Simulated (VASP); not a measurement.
# In2Bi (P6/mmm) in VASP: a series of runs

In2Bi is run at these levels: LDA; tasks: single point, relaxation of cell and atoms.

Program: VASP 6.6.1. These are calculated values, not measurements. Logs are shortened: lines on timing, memory, paths and dates and some standing lists are left out, and cuts for length are marked.

## 1. The cell of the first run

Symmetry: P6/mmm, No. 191, hexagonal system. Conventional cell: a = 5.376 Å, b = 5.376 Å, c = 3.233 Å, α = 90.00°, β = 90.00°, γ = 120.00°. In (site symmetry -6m2) has 5 In at 3.10 to 3.23 Å and 6 Bi at 3.50 Å within 4.1 Å. Within 4.3 Å of Bi (site symmetry 6/mmm) lie 2 Bi at 3.23 Å and 12 In at 3.50 Å.

## 2. Single point, LDA

INCAR

```
SYSTEM = In2Bi
PREC = Accurate
ENCUT = 520
EDIFF = 1E-6
ISMEAR = 0
SIGMA = 0.1
LREAL = .False.
LASPH = .True.
NELM = 60
ALGO = Fast
ISIF = 2
LWAVE = .False.
LCHARG = .True.
GGA = CA
LELF = .True.
LVHAR = .True.
NBANDS = 28
```

KPOINTS

```
regular mesh
0
Gamma
  9 9 12
  0 0 0
```

POSCAR

```
In2Bi
1.0
    5.3758519992      0.0000000000      0.0000000000
   -2.6879259996      4.6556243983      0.0000000000
    0.0000000000      0.0000000000      3.2332937931
In Bi
2 1
Direct
    0.6666666667      0.3333333333      0.5000000000
    0.3333333333      0.6666666667      0.5000000000
    0.0000000000      0.0000000000      0.0000000000
```

Potentials or basis: VASP PAW LDA potentials, release 64 (In_d, Bi_d).

Launch:

```console
$ cat potpaw_LDA.64/In_d/POTCAR potpaw_LDA.64/Bi_d/POTCAR > POTCAR
$ mpirun -np 1 vasp_std > vasp.out
```

OUTCAR:

```text
SYSTEM = In2Bi
   PREC = Accurate
   ENCUT = 520
   EDIFF = 1E-6
   ISMEAR = 0
   LREAL = .False.
   LASPH = .True.
   NELM = 60
   ISIF = 2
   GGA = CA

 ion  position               nearest neighbor table
   1  0.667  0.333  0.500-   2 3.10   2 3.10   2 3.10   3 3.50   3 3.50   3 3.50   3 3.50   3 3.50
                             3 3.50
   2  0.333  0.667  0.500-   1 3.10   1 3.10   1 3.10   3 3.50   3 3.50   3 3.50   3 3.50   3 3.50
                             3 3.50
   3  0.000  0.000  0.000-   1 3.50   2 3.50   1 3.50   2 3.50   1 3.50   1 3.50   2 3.50   2 3.50
                             1 3.50   1 3.50   2 3.50   2 3.50

  LATTYP: Found a hexagonal cell.
 ALAT       =     5.3758519992
 C/A-ratio  =     0.6014476949

  Lattice vectors:

 A1 = (   5.3758519992,   0.0000000000,   0.0000000000)
 A2 = (  -2.6879259996,   4.6556243983,   0.0000000000)
 A3 = (   0.0000000000,   0.0000000000,   3.2332937931)

Analysis of symmetry for initial positions (statically):
=====================================================================
 Subroutine PRICEL returns:
 Original cell was already a primitive cell.

 Routine SETGRP: Setting up the symmetry group for a
 hexagonal supercell.

 Subroutine GETGRP returns: Found 24 space group operations
 (whereof 24 operations were pure point group operations)
 out of a pool of 24 trial point group operations.

The static configuration has the point symmetry D_6h.

Analysis of symmetry for dynamics (positions and initial velocities):
=====================================================================
 Subroutine PRICEL returns:
 Original cell was already a primitive cell.

 Routine SETGRP: Setting up the symmetry group for a
 hexagonal supercell.

 Subroutine GETGRP returns: Found 24 space group operations
 (whereof 24 operations were pure point group operations)
 out of a pool of 24 trial point group operations.

The dynamic configuration has the point symmetry D_6h.

 Subroutine INISYM returns: Found 24 space group operations
 (whereof 24 operations are pure point group operations),
 and found     1 'primitive' translations

----------------------------------------------------------------------------------------

                                     Primitive cell

  volume of cell :      80.9227

  direct lattice vectors                    reciprocal lattice vectors
     5.375851999  0.000000000  0.000000000     0.186017026  0.107396980  0.000000000
    -2.687926000  4.655624398  0.000000000     0.000000000  0.214793960  0.000000000
     0.000000000  0.000000000  3.233293793     0.000000000  0.000000000  0.309282133

  length of vectors
     5.375851999  5.375851999  3.233293793     0.214793960  0.214793960  0.309282133

  position of ions in fractional coordinates (direct lattice)
     0.666666667  0.333333333  0.500000000
     0.333333333  0.666666667  0.500000000
     0.000000000  0.000000000  0.000000000

  ion indices of the primitive-cell ions
   primitive index   ion index
                 1           1
                 2           2
                 3           3

----------------------------------------------------------------------------------------

 KPOINTS: regular mesh

Automatic generation of k-mesh.
 Grid dimensions read from file:
 generate k-points for:    9    9   12

 Generating k-lattice:

  Cartesian coordinates                     Fractional coordinates (reciprocal lattice)
     0.020668558  0.011932998  0.000000000     0.111111111  0.000000000  0.000000000
     0.000000000  0.023865996  0.000000000     0.000000000  0.111111111  0.000000000
     0.000000000  0.000000000  0.025773511     0.000000000  0.000000000  0.083333333

  Length of vectors
     0.023865996  0.023865996  0.025773511

  Shift w.r.t. Gamma in fractional coordinates (k-lattice)
     0.000000000  0.000000000  0.000000000

 Subroutine IBZKPT returns following result:
 ===========================================

 Found     84 irreducible k-points:

 Following reciprocal coordinates:
            Coordinates               Weight
  0.000000  0.000000  0.000000      1.000000
  0.111111 -0.000000  0.000000      6.000000
  0.222222 -0.000000  0.000000      6.000000
  0.333333  0.000000  0.000000      6.000000
  0.444444 -0.000000  0.000000      6.000000
  0.111111  0.111111  0.000000      6.000000
[... 16 lines left out ...]
  0.333333  0.222222  0.083333     24.000000
  0.333333  0.333333  0.083333      4.000000
 [... further k-points ...]
   k-points           NKPTS =     84   k-points in BZ     NKDIM =     84   number of bands    NBANDS=     28
   number of dos      NEDOS =    301   number of ions     NIONS =      3
   total plane-waves  NPLWV =  38400
   dimension x,y,z NGX =    40 NGY =   40 NGZ =   24
   dimension x,y,z NGXF=    80 NGYF=   80 NGZF=   48
   ions per type =               2   1
   NGX,Y,Z   is equivalent  to a cutoff of  12.37, 12.37, 12.34 a.u.
   NGXF,Y,Z  is equivalent  to a cutoff of  24.74, 24.74, 24.68 a.u.
 SYSTEM =  In2Bi
   PREC   = accura    normal or accurate (medium, high low for compatibility)
   ISTART =      0    job   : 0-new  1-cont  2-samecut
   ICHARG =      2    charge: 1-file 2-atom 10-const
   ISPIN  =      1    spin polarized calculation?
   LNONCOLLINEAR =      F non collinear calculations
   LSORBIT =      F    spin-orbit coupling
   LASPH  =      T    aspherical Exc in radial PAW
   ENCUT  =  520.0 eV  38.22 Ry    6.18 a.u.  10.00 10.00  6.01*2*pi/ulx,y,z
   NELM   =     60;   NELMIN=  2; NELMDL= -5     # of ELM steps
   EDIFF  = 0.1E-05   stopping-criterion for ELM
   LREAL  =      F    real-space projection
   EDIFFG = 0.1E-04   stopping-criterion for IOM
   NSW    =      0    number of steps for IOM
   IBRION =     -1    ionic relax: 0-MD 1-quasi-New 2-CG
   NFREE  =      0    steps in history (QN), initial steepest desc. (CG)
   ISIF   =      2    stress and relaxation
   ISYM   =      2    0-nonsym 1-usesym 2-fastsym
   POTIM  = 0.5000    time-step for ionic-motion
   TEBEG  =    0.0;   TEEND  =   0.0 temperature during run
   PSTRESS=    0.0 pullay stress
   NELECT =      41.0000    total number of electrons
   NUPDOWN=      -1.0000    fix difference up-down
   EMIN   =  10.00;   EMAX   =-10.00  energy-range for DOS
   EFERMI =   0.00;   METHOD = LEGACY
   ISMEAR =     0;   SIGMA  =   0.10  broadening in eV -4-tet -1-fermi 0-gaus
   EFERMI_NEDOS =   21; number of points for ismear=-14 and -15
   IALGO  =     68    algorithm
   IMIX   =      4    mixing-type and parameters
     AMIX     =   0.40;   BMIX     =  1.00
     AMIX_MAG =   1.60;   BMIX_MAG =  1.00
  volume/ion in A,a.u.               =      26.97       182.03
  Fermi-wavevector in a.u.,A,eV,Ry     =   1.305107  2.466294 23.174847  1.703303
  Thomas-Fermi vector in A             =   2.435998
   LORBIT       =      0    0 simple, 1 ext, 2 COOP (PROOUT), +10 PAW based schemes
   GGA     = CA    functional components
   LHFCALC =     F    Hartree Fock is set to
   AEXX    =    0.0000 exact exchange contribution
   IVDW    =     0    specifies the selected vdW correction
   LEPSILON=     F    determine dielectric tensor
   LRPA    =     F    only Hartree local field effects (RPA)
 non-spin polarized calculation
 RMM-DIIS sequential band-by-band and
 Gauss-broadening in eV      SIGMA  =   0.10
  energy-cutoff  :      520.00
  volume of cell :       80.92
 maximum number of plane-waves:      2206
 NGX is ok and might be reduce to    40
   NGX = 19   NGY = 19   NGZ = 13

 number of electron      40.9999997 magnetization

 Free energy of the ion-electron system (eV)
  ---------------------------------------------------
  ext. energy  EPLUGINS =         0.00000000
  ---------------------------------------------------
  free energy    TOTEN  =       -10.84273069 eV

  energy without entropy =      -10.83565874  energy(sigma->0) =      -10.83919471

 E-fermi :   7.6779     XC(G=0): -10.6662

 val. band max:        7.6298850103   @ k =   0.2222   0.1111   0.3333
 cond. band min:       7.6949742159   @ k =   0.3333   0.3333   0.1667
 fundamental gap:      0.0650892056
 Fermi energy:         7.6779064783

 k-point     1 :       0.0000    0.0000    0.0000
  band No.  band energies     occupation
      1     -15.2184      2.00000
      2     -15.0186      2.00000
      3     -15.0186      2.00000
      4     -14.9879      2.00000
      5     -14.9879      2.00000
      6      -7.0466      2.00000
[... 20 lines left out ...]
     27      16.7396      0.00000
     28      18.5254      0.00000

 k-point     2 :       0.1111   -0.0000    0.0000
  band No.  band energies     occupation
      1     -15.2184      2.00000
      2     -15.0187      2.00000
      3     -15.0185      2.00000
      4     -14.9880      2.00000
      5     -14.9880      2.00000
      6      -7.0424      2.00000
[... 20 lines left out ...]
     27      16.3557      0.00000
     28      18.1755      0.00000

 k-point     3 :       0.2222   -0.0000    0.0000
  band No.  band energies     occupation
      1     -15.2182      2.00000
      2     -15.0189      2.00000
      3     -15.0181      2.00000
      4     -14.9880      2.00000
      5     -14.9880      2.00000
      6      -7.0318      2.00000
[... 20 lines left out ...]
     27      15.6388      0.00000
     28      17.4874      0.00000

 k-point     4 :       0.3333    0.0000    0.0000
  band No.  band energies     occupation
      1     -15.2179      2.00000
      2     -15.0191      2.00000
      3     -15.0177      2.00000
      4     -14.9881      2.00000
      5     -14.9880      2.00000
      6      -7.0189      2.00000
[... 20 lines left out ...]
     27      15.8417      0.00000
     28      16.9096      0.00000

 k-point     5 :       0.4444   -0.0000    0.0000
  band No.  band energies     occupation
      1     -15.2178      2.00000
      2     -15.0193      2.00000
      3     -15.0174      2.00000
      4     -14.9881      2.00000
      5     -14.9880      2.00000
      6      -7.0082      2.00000
[... 20 lines left out ...]
     27      16.1034      0.00000
     28      16.7470      0.00000

 k-point     6 :       0.1111    0.1111    0.0000
  band No.  band energies     occupation
      1     -15.2182      2.00000
      2     -15.0188      2.00000
      3     -15.0183      2.00000
      4     -14.9880      2.00000
      5     -14.9880      2.00000
      6      -7.0351      2.00000
[... 463 lines left out ...]
      5     -14.9953      2.00000
      6      -7.0028      2.00000
[... 20 lines left out ...]
     27      15.0221      0.00000
     28      16.7898      0.00000

 k-point    22 :       0.2222    0.2222    0.0833
  band No.  band energies     occupation
      1     -15.1969      2.00000
      2     -15.0181      2.00000
      3     -15.0171      2.00000
      4     -14.9953      2.00000
      5     -14.9953      2.00000
      6      -7.0011      2.00000
[... 20 lines left out ...]
     27      15.2923      0.00000
     28      17.0741      0.00000

 k-point    23 :       0.3333    0.2222    0.0833
  band No.  band energies     occupation
      1     -15.1968      2.00000
      2     -15.0180      2.00000
      3     -15.0171      2.00000
      4     -14.9953      2.00000
      5     -14.9953      2.00000
      6      -7.0162      2.00000
[... 20 lines left out ...]
     27      14.6715      0.00000
     28      16.9055      0.00000

 k-point    24 :       0.3333    0.3333    0.0833
  band No.  band energies     occupation
      1     -15.1968      2.00000
      2     -15.0175      2.00000
      3     -15.0175      2.00000
      4     -14.9953      2.00000
      5     -14.9953      2.00000
      6      -7.0271      2.00000
[... 20 lines left out ...]
     27      14.5351      0.00000
     28      16.4203      0.00000

 [... further k-points ...]
[... 5 lines left out ...]
  --------------------------------------------------------------------------------------
  -------------------------------------------------------------------------------------
  Total       -0.0352332     -0.0352332     -0.0246253      0.0000000     -0.0000000     -0.0000000
  in kB       -0.6975777     -0.6975777     -0.4875525      0.0000000     -0.0000000     -0.0000000
  external PRESSURE =      -0.6275693 kB  Pullay stress =       0.0000000 kB

 VOLUME and BASIS-vectors are now :
 -----------------------------------------------------------------------------
  energy-cutoff  :      520.00
  volume of cell :       80.92
      direct lattice vectors                 reciprocal lattice vectors
     5.375851999  0.000000000  0.000000000     0.186017026  0.107396980  0.000000000
    -2.687926000  4.655624398  0.000000000     0.000000000  0.214793960  0.000000000
     0.000000000  0.000000000  3.233293793     0.000000000  0.000000000  0.309282133

 POSITION                                       TOTAL-FORCE (eV/Angst)
 -----------------------------------------------------------------------------------
      2.68793      1.55187      1.61665        -0.000000      0.000000      0.000000
     -0.00000      3.10375      1.61665         0.000000      0.000000      0.000000
      0.00000      0.00000      0.00000         0.000000      0.000000      0.000000
 -----------------------------------------------------------------------------------
    total drift:                               -0.000000      0.000000      0.000000

  FREE ENERGIE OF THE ION-ELECTRON SYSTEM (eV)
  ---------------------------------------------------
  free  energy   TOTEN  =       -10.8427306918 eV

  energy  without entropy=      -10.8356587368  energy(sigma->0) =      -10.83919471
```

It took 3 min on 1 thread of Intel Xeon 6975P-C (Granite Rapids), shared host; peak memory 0.28 GiB.

What came out:

```yaml
Free_energy: -10.8427 eV
Pressure: -0.1 GPa
Band_gap_on_the_k_mesh: zero (an odd number of electrons rules out a gap without spin polarisation)
```

Caveat: spin-orbit coupling is left out, which moves the levels of the heavy elements.

## 3. Relaxation of cell and atoms, LDA

This run uses another cell than the first one, of 30.08 Å³/atom.

INCAR

```
SYSTEM = In2Bi
ALGO = Fast
EDIFF = 1E-6
EDIFFG = -0.005
ENCUT = 600
GGA = CA
IBRION = 2
ISIF = 3
ISMEAR = 0
LASPH = .True.
LCHARG = .False.
LREAL = .False.
LWAVE = .False.
NELM = 100
NSW = 100
PREC = Accurate
SIGMA = 0.1
```

KPOINTS

```
k-points
0
Gamma
  9 9 12
  0 0 0
```

POSCAR

```
In2Bi
1.0
    5.6123015212      0.0000000000      0.0000000000
   -2.8061507606      4.8603956911      0.0000000000
    0.0000000000      0.0000000000      3.3084050000
In Bi
2 1
Direct
    0.6666666700      0.3333333300      0.5000000000
    0.3333333300      0.6666666700      0.5000000000
    0.0000000000      0.0000000000      0.0000000000
```

Potentials or basis: VASP PAW LDA potentials, release 64 (In_d, Bi_d).

Launch:

```console
$ cat potpaw_LDA.64/In_d/POTCAR potpaw_LDA.64/Bi_d/POTCAR > POTCAR
$ mpirun -np 1 vasp_std > vasp.out
```

Wall time 17 min (1 thread of Intel Xeon 6975P-C (Granite Rapids), shared host); peak memory 0.37 GiB.

The run converged. Its results:

* Free energy: -10.8435 eV
* Relaxed volume: 27.03 Å³/atom
* Relaxed cell: a = 5.378 Å, b = 5.378 Å, c = 3.236 Å, α = 90.00°, β = 90.00°, γ = 120.00°
* Space group after relaxing (to 0.1 Å): P6/mmm (No. 191)
* Energy gained by relaxing: 43.1 meV/atom
* Ionic steps: 5
* Pressure after relaxing: 0.0 GPa
* Band gap on the k mesh: zero (an odd number of electrons rules out a gap without spin polarisation)

Step by step:
```csv
step,energy change (eV),largest force (eV/Å),pressure (GPa),volume (Å³)
1,0.0000,0.0000,-3.99,90.25
2,-0.1270,0.0000,0.23,80.80
3,-0.1272,0.0000,0.04,81.10
4,-0.1291,0.0000,0.01,81.09
5,-0.1293,0.0000,0.00,81.08
```

Final structure:
```xyz
3
Lattice="5.3785 0.0000 0.0000 -2.6892 4.6579 0.0000 0.0000 0.0000 3.2364" Properties=species:S:1:pos:R:3 pbc="T T T"
In    2.6892    1.5526    1.6182
In    0.0000    3.1053    1.6182
Bi    0.0000    0.0000    3.2364
```

Levels at points of the mesh, in eV from the Fermi level:
```
           k point  band 19  band 20  band 21  band 22  band 23  band 24
(0.00, 0.00, 0.00)    -2.59    -2.59    -1.25    -1.25     3.41     7.60
(0.00, 0.00, 0.50)    -1.29     0.08     0.08     0.51     1.07     1.07
```

Caveat: spin-orbit coupling is left out, which moves the levels of the heavy elements.

The gap in the log of VASP goes by the Fermi energy; the results here count the filled bands.